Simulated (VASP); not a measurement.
# NdMo (P3m1) in VASP: relaxation of cell and atoms with PBE

Aim: the relaxation of cell and atoms of NdMo with PBE.

All numbers are computed with VASP 6.6.1; they aren't measurements. Logs are shortened: lines on timing, memory, paths and dates and some standing lists are left out, and cuts for length are marked.

**1. The cell of the first run**

The structure is trigonal, space group P3m1 (No. 156). The conventional cell has a = 3.857 Å, b = 3.857 Å, c = 4.421 Å, α = 90.00°, β = 90.00°, γ = 120.00°. Within 3.9 Å of Nd (site symmetry 3m) lie 6 Mo at 2.87 to 3.44 Å and 6 Nd at 3.86 Å. Within 3.9 Å of Mo (site symmetry 3m) lie 6 Nd at 2.87 to 3.44 Å and 6 Mo at 3.86 Å.

The cell was generated, and may not be a known phase.

**2. Relaxation of cell and atoms, PBE**

File INCAR:

```
SYSTEM = NdMo
PREC     = Accurate       ! precision mode
ENCUT    = 500            ! plane-wave cutoff, eV
EDIFF    = 1E-7           ! SCF threshold, eV
ISMEAR   = 0              ! smearing method
SIGMA    = 0.2            ! smearing width, eV
LREAL    = .False.        ! projectors in reciprocal space
LASPH    = .True.         ! aspherical terms in the spheres
NELM     = 200            ! most SCF steps
ALGO     = Normal         ! electronic algorithm
ISIF     = 3              ! what is computed and relaxed
LWAVE    = .False.        ! write WAVECAR
LCHARG   = .False.        ! write CHGCAR
GGA      = PE             ! functional
IBRION   = 2              ! ionic algorithm
NSW      = 36             ! ionic steps
EDIFFG   = -0.08          ! ionic threshold
GGA_COMPAT= .False.      
NELMIN   = 4            
LMAXMIX  = 6              ! l up to which the mixer works
```

File KPOINTS:

```
regular mesh
0
Gamma
  6 6 5
  0 0 0
```

File POSCAR:

```
NdMo
1.0
    3.8573540900      0.0000000000      0.0000000000
   -1.9286770500      3.3405666400      0.0000000000
    0.0000000000      0.0000000000      4.4212707500
Nd Mo
1 1
Direct
    0.3333333300      0.6666666700      0.2727710500
    0.0000000000      0.0000000000      0.6806717100
```

Potentials or basis: VASP PAW PBE potentials, release 64 (Nd_3, Mo_sv), 4f in core.

Run with:

```bash
$ cat potpaw_PBE.64/Nd_3/POTCAR potpaw_PBE.64/Mo_sv/POTCAR > POTCAR
$ mpirun -np 1 vasp_std > vasp.out
```

OUTCAR:

```text
SYSTEM = NdMo
   PREC = Accurate
   ENCUT = 500
   EDIFF = 1E-7
   ISMEAR = 0
   LREAL = .False.
   LASPH = .True.
   NELM = 200
   ISIF = 3
   GGA = PE
   IBRION = 2
   NSW = 36
   EDIFFG = -0.08
   NELMIN = 4

 ion  position               nearest neighbor table
   1  0.333  0.667  0.273-   2 2.87   2 2.87   2 2.87   2 3.44   2 3.44   2 3.44
   2  0.000  0.000  0.681-   1 2.87   1 2.87   1 2.87   1 3.44   1 3.44   1 3.44

  LATTYP: Found a hexagonal cell.
 ALAT       =     3.8573540900
 C/A-ratio  =     1.1461926095

  Lattice vectors:

 A1 = (   3.8573540900,   0.0000000000,   0.0000000000)
 A2 = (  -1.9286770500,   3.3405666400,   0.0000000000)
 A3 = (   0.0000000000,   0.0000000000,   4.4212707500)

Analysis of symmetry for initial positions (statically):
=====================================================================
 Subroutine PRICEL returns:
 Original cell was already a primitive cell.

 Routine SETGRP: Setting up the symmetry group for a
 hexagonal supercell.

 Subroutine GETGRP returns: Found  6 space group operations
 (whereof  6 operations were pure point group operations)
 out of a pool of 24 trial point group operations.

The static configuration has the point symmetry C_3v.

Analysis of symmetry for dynamics (positions and initial velocities):
=====================================================================
 Subroutine PRICEL returns:
 Original cell was already a primitive cell.

 Routine SETGRP: Setting up the symmetry group for a
 hexagonal supercell.

 Subroutine GETGRP returns: Found  6 space group operations
 (whereof  6 operations were pure point group operations)
 out of a pool of 24 trial point group operations.

The dynamic configuration has the point symmetry C_3v.

 Subroutine INISYM returns: Found  6 space group operations
 (whereof  6 operations are pure point group operations),
 and found     1 'primitive' translations

----------------------------------------------------------------------------------------

                                     Primitive cell

  volume of cell :      56.9714

  direct lattice vectors                    reciprocal lattice vectors
     3.857354090  0.000000000  0.000000000     0.259245062  0.149675206  0.000000000
    -1.928677050  3.340566640  0.000000000     0.000000000  0.299350412  0.000000000
     0.000000000  0.000000000  4.421270750     0.000000000  0.000000000  0.226179317

  length of vectors
     3.857354090  3.857354098  4.421270750     0.299350413  0.299350412  0.226179317

  position of ions in fractional coordinates (direct lattice)
     0.333333330  0.666666670  0.272771050
     0.000000000  0.000000000  0.680671710

  ion indices of the primitive-cell ions
   primitive index   ion index
                 1           1
                 2           2

----------------------------------------------------------------------------------------

 KPOINTS: regular mesh

Automatic generation of k-mesh.
 Grid dimensions read from file:
 generate k-points for:    6    6    5

 Generating k-lattice:

  Cartesian coordinates                     Fractional coordinates (reciprocal lattice)
     0.043207510  0.024945868  0.000000000     0.166666667  0.000000000  0.000000000
     0.000000000  0.049891735  0.000000000     0.000000000  0.166666667  0.000000000
     0.000000000  0.000000000  0.045235863     0.000000000  0.000000000  0.200000000

  Length of vectors
     0.049891735  0.049891735  0.045235863

  Shift w.r.t. Gamma in fractional coordinates (k-lattice)
     0.000000000  0.000000000  0.000000000

 Subroutine IBZKPT returns following result:
 ===========================================

 Found     27 irreducible k-points:

 Following reciprocal coordinates:
            Coordinates               Weight
  0.000000  0.000000  0.000000      1.000000
  0.166667 -0.000000  0.000000      6.000000
  0.333333 -0.000000  0.000000      6.000000
  0.500000  0.000000  0.000000      3.000000
  0.166667  0.166667  0.000000      6.000000
  0.333333  0.166667  0.000000     12.000000
[... 16 lines left out ...]
  0.500000  0.000000  0.400000      6.000000
  0.166667  0.166667  0.400000     12.000000
 [... further k-points ...]
   k-points           NKPTS =     27   k-points in BZ     NKDIM =     27   number of bands    NBANDS=     16
   number of dos      NEDOS =    301   number of ions     NIONS =      2
   total plane-waves  NPLWV =  25088
   dimension x,y,z NGX =    28 NGY =   28 NGZ =   32
   dimension x,y,z NGXF=    56 NGYF=   56 NGZF=   64
   ions per type =               1   1
   NGX,Y,Z   is equivalent  to a cutoff of  12.07, 12.07, 12.03 a.u.
   NGXF,Y,Z  is equivalent  to a cutoff of  24.14, 24.14, 24.06 a.u.
 SYSTEM =  NdMo
   PREC   = accura    normal or accurate (medium, high low for compatibility)
   ISTART =      0    job   : 0-new  1-cont  2-samecut
   ICHARG =      2    charge: 1-file 2-atom 10-const
   ISPIN  =      1    spin polarized calculation?
   LNONCOLLINEAR =      F non collinear calculations
   LSORBIT =      F    spin-orbit coupling
   LASPH  =      T    aspherical Exc in radial PAW
   ENCUT  =  500.0 eV  36.75 Ry    6.06 a.u.   7.03  7.03  8.06*2*pi/ulx,y,z
   NELM   =    200;   NELMIN=  4; NELMDL= -5     # of ELM steps
   EDIFF  = 0.1E-06   stopping-criterion for ELM
   LREAL  =      F    real-space projection
   EDIFFG = -.8E-01   stopping-criterion for IOM
   NSW    =     36    number of steps for IOM
   IBRION =      2    ionic relax: 0-MD 1-quasi-New 2-CG
   NFREE  =      1    steps in history (QN), initial steepest desc. (CG)
   ISIF   =      3    stress and relaxation
   ISYM   =      2    0-nonsym 1-usesym 2-fastsym
   POTIM  = 0.5000    time-step for ionic-motion
   TEBEG  =    0.0;   TEEND  =   0.0 temperature during run
   PSTRESS=    0.0 pullay stress
   NELECT =      25.0000    total number of electrons
   NUPDOWN=      -1.0000    fix difference up-down
   EMIN   =  10.00;   EMAX   =-10.00  energy-range for DOS
   EFERMI =   0.00;   METHOD = LEGACY
   ISMEAR =     0;   SIGMA  =   0.20  broadening in eV -4-tet -1-fermi 0-gaus
   EFERMI_NEDOS =   21; number of points for ismear=-14 and -15
   IALGO  =     38    algorithm
   IMIX   =      4    mixing-type and parameters
     AMIX     =   0.40;   BMIX     =  1.00
     AMIX_MAG =   1.60;   BMIX_MAG =  1.00
  volume/ion in A,a.u.               =      28.49       192.23
  Fermi-wavevector in a.u.,A,eV,Ry     =   1.244044  2.350903 21.057012  1.547647
  Thomas-Fermi vector in A             =   2.378329
   LORBIT       =      0    0 simple, 1 ext, 2 COOP (PROOUT), +10 PAW based schemes
   GGA     = PE    functional components
   LHFCALC =     F    Hartree Fock is set to
   AEXX    =    0.0000 exact exchange contribution
   IVDW    =     0    specifies the selected vdW correction
   LEPSILON=     F    determine dielectric tensor
   LRPA    =     F    only Hartree local field effects (RPA)
 conjugate gradient relaxation of ions
 non-spin polarized calculation
 Gauss-broadening in eV      SIGMA  =   0.20
  energy-cutoff  :      500.00
  volume of cell :       56.97
 maximum number of plane-waves:      1455
   NGX = 15   NGY = 15   NGZ = 17

--------------------------------------- Ionic step        1  -------------------------------------------

 number of electron      25.0000004 magnetization

 Free energy of the ion-electron system (eV)
  ---------------------------------------------------
  ext. energy  EPLUGINS =         0.00000000
  ---------------------------------------------------
  free energy    TOTEN  =       -12.82012644 eV

  energy without entropy =      -12.73709868  energy(sigma->0) =      -12.77861256

------------------------ aborting loop because EDIFF is reached ----------------------------------------

  FORCE on cell =-STRESS in cart. coord.  units (eV):
  Direction    XX          YY          ZZ          XY          YZ          ZX
  --------------------------------------------------------------------------------------
  -------------------------------------------------------------------------------------
  Total       -2.8935882     -2.8935882     -0.8642250      0.0000000      0.0000000      0.0000000
  in kB      -81.3749147    -81.3749150    -24.3041612      0.0000001      0.0000000      0.0000000
  external PRESSURE =     -62.3513303 kB  Pullay stress =       0.0000000 kB
[... 89 lines left out ...]
  FREE ENERGIE OF THE ION-ELECTRON SYSTEM (eV)
  ---------------------------------------------------
  free  energy   TOTEN  =       -13.4238957239 eV

  energy  without entropy=      -13.3578647282  energy(sigma->0) =      -13.39088023

[... ionic steps 4 to 16 ...]

--------------------------------------- Ionic step       17  -------------------------------------------

 number of electron      24.9999997 magnetization

------------------------ aborting loop because EDIFF is reached ----------------------------------------

  FORCE on cell =-STRESS in cart. coord.  units (eV):
  Direction    XX          YY          ZZ          XY          YZ          ZX
  --------------------------------------------------------------------------------------
  -------------------------------------------------------------------------------------
  Total        0.0595791      0.0595791     -0.2102539     -0.0000000      0.0000000      0.0000000
  in kB        2.1056302      2.1056302     -7.4307409     -0.0000000      0.0000000      0.0000000
  external PRESSURE =      -1.0731602 kB  Pullay stress =       0.0000000 kB
[... 57 lines left out ...]
  energy  without entropy=      -13.6471659962  energy(sigma->0) =      -13.67274154

--------------------------------------- Ionic step       19  -------------------------------------------

 number of electron      25.0000001 magnetization

 Free energy of the ion-electron system (eV)
  ---------------------------------------------------
  ext. energy  EPLUGINS =         0.00000000
  ---------------------------------------------------
  free energy    TOTEN  =       -13.70293501 eV

  energy without entropy =      -13.65029761  energy(sigma->0) =      -13.67661631

 E-fermi :   6.8572     XC(G=0): -11.5249

 val. band max:        6.8298988731   @ k =   0.1667   0.1667   0.0000
 cond. band min:       6.8884186139   @ k =   0.5000   0.0000   0.0000
 fundamental gap:      0.0585197408
 Fermi energy:         6.8571746674

 k-point     1 :       0.0000    0.0000    0.0000
  band No.  band energies     occupation
      1     -53.9203      2.00000
      2     -30.7412      2.00000
      3     -28.0199      2.00000
      4     -27.7644      2.00000
      5     -27.7644      2.00000
      6     -11.8730      2.00000
[... 8 lines left out ...]
     15       7.9196      0.00000
     16       9.0516      0.00000
[... 420 lines left out ...]
  band No.  band energies     occupation
      1     -53.8948      2.00000
      2     -30.4475      2.00000
      3     -27.9769      2.00000
      4     -27.9716      2.00000
      5     -27.8370      2.00000
      6     -12.2271      2.00000
[... 8 lines left out ...]
     15       7.9263      0.00000
     16       8.3000      0.00000

 [... further k-points ...]

------------------------ aborting loop because EDIFF is reached ----------------------------------------

  FORCE on cell =-STRESS in cart. coord.  units (eV):
  Direction    XX          YY          ZZ          XY          YZ          ZX
  --------------------------------------------------------------------------------------
  -------------------------------------------------------------------------------------
  Total        0.0845229      0.0845229      0.0377025     -0.0000000      0.0000000      0.0000000
  in kB        2.9981706      2.9981706      1.3373728     -0.0000000      0.0000000      0.0000000
  external PRESSURE =       2.4445714 kB  Pullay stress =       0.0000000 kB
[... 17 lines left out ...]
  FREE ENERGIE OF THE ION-ELECTRON SYSTEM (eV)
  ---------------------------------------------------
  free  energy   TOTEN  =       -13.7029350148 eV

  energy  without entropy=      -13.6502976145  energy(sigma->0) =      -13.67661631

 reached required accuracy - stopping structural energy minimisation
```

Run time: 2.7 min. Hardware: 1 thread of AMD EPYC 9R45 (Zen 5), shared host; peak memory 0.16 GiB.

What came out:

| Quantity | Value |
| --- | --- |
| Free energy | -13.7029 eV |
| Relaxed volume | 22.58 Å³/atom |
| Relaxed cell | a = 3.133 Å, b = 3.133 Å, c = 5.312 Å, α = 90.00°, β = 90.00°, γ = 120.00° |
| Space group after relaxing (to 0.1 Å) | P-6m2 (No. 187) |
| Energy gained by relaxing | 441.4 meV/atom |
| Ionic steps | 19 |
| Pressure after relaxing | 0.2 GPa |
| Largest force after relaxing | 0.062 eV/Å |
| Band gap on the k mesh | zero (an odd number of electrons rules out a gap without spin polarisation) |

Forces on the atoms (eV/Å):
```
Nd   0.000  0.000  0.062
Mo   0.000  0.000 -0.062
```

The path:
```
step  energy change (eV)  largest force (eV/Å)  pressure (GPa)  volume (Å³)
   1              0.0000                1.7423           -6.24        56.97
   2             -0.5373                1.4844            0.41        48.27
   3             -0.6038                1.1952            5.87        44.74
   4             -0.7700                0.3763            1.51        46.14
   5             -0.7726                0.2333            1.83        45.97
   6             -0.7838                0.0264           -1.31        47.76
   7             -0.7852                0.0717           -0.57        47.30
   8             -0.7907                0.0086           -0.33        47.03
   9             -0.8000                0.2014            0.65        46.20
  10             -0.8007                0.2999            1.17        45.85
  11             -0.8030                0.3149            1.12        45.85
  12             -0.8105                0.3613            0.98        45.85
  13             -0.8274                0.4579            0.69        45.82
  14             -0.8424                0.6545            0.17        45.64
  15             -0.8554                0.5317           -0.50        45.71
  16             -0.8585                0.4514           -0.83        45.75
  17             -0.8700                0.3495           -0.11        45.33
  18             -0.8782                0.1095            1.58        44.50
  19             -0.8828                0.0615            0.24        45.17
```

Final structure:
```
Nd Mo
1.0
     3.13341    0.00000    0.00000
    -1.56670    2.71361    0.00000
     0.00000    0.00000    5.31208
Nd Mo
1 1
Direct
  0.33333 0.66667 0.22569
  0.00000 0.00000 0.72776
```

Levels at points of the mesh, in eV from the Fermi level:
```
           k point  band 9  band 10  band 11  band 12  band 13  band 14  band 15  band 16
(0.00, 0.00, 0.00)   -5.08    -2.74    -0.23    -0.23     0.08     1.06     1.06     2.19
(0.50, 0.00, 0.00)   -2.98    -2.52    -2.45     0.03     0.39     0.49     0.88     2.67
```

Caveat: the volume moved by over 15 % at a fixed basis, so the end points are rough; spin-orbit coupling is left out, which moves the levels of the heavy elements; the 4f electrons are frozen in the core, so they carry no moment and show no levels; the relaxation stopped at a loose force limit of 0.08 eV/Å, so its end isn't a converged minimum.

The gap in the log of VASP goes by the Fermi energy; the results here count the filled bands.